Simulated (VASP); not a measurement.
CuO (Tenorite):

```
Cu O
1.0
     2.37550   -1.73595    0.00000
     2.37550    1.73595    0.00000
    -0.87188    0.00000    5.12602
Cu O
2 2
Direct
  0.49680 0.00320 0.50000
  0.00320 0.49680 0.00000
  0.40560 0.57140 0.75370
  0.57140 0.40560 0.25370
```

Base run:

- Program: VASP 6.6.1
- Functional: RPBE
- Potentials or basis: VASP PAW PBE potentials, release 64 (Cu, O)
- Cutoff: 520 eV
- k mesh: 10 × 10 × 5
- Occupations: fermi-dirac, width 0.05 eV
- Spin: no spin polarisation

Its results: band gap on the k mesh zero (band 17 reaches 5.61 eV, above the bottom of band 18 at 5.01 eV); pressure 5.0 GPa; largest force 0.697 eV/Å.

Q: The run is repeated on the same cell with these changes: functional from RPBE to PBEsol. What comes out?

A: Band gap on the k mesh zero (band 17 reaches 5.26 eV, above the bottom of band 18 at 4.66 eV); pressure -8.3 GPa; largest force 0.739 eV/Å.

PBEsol binds more tightly than RPBE, so the same cell stands under less pressure.

Caveats: the PAW data sets were made with another functional, which shifts forces and pressure a little; semilocal functionals often make such compounds metallic where correlation or magnetic order opens a gap, which also shifts bond lengths.
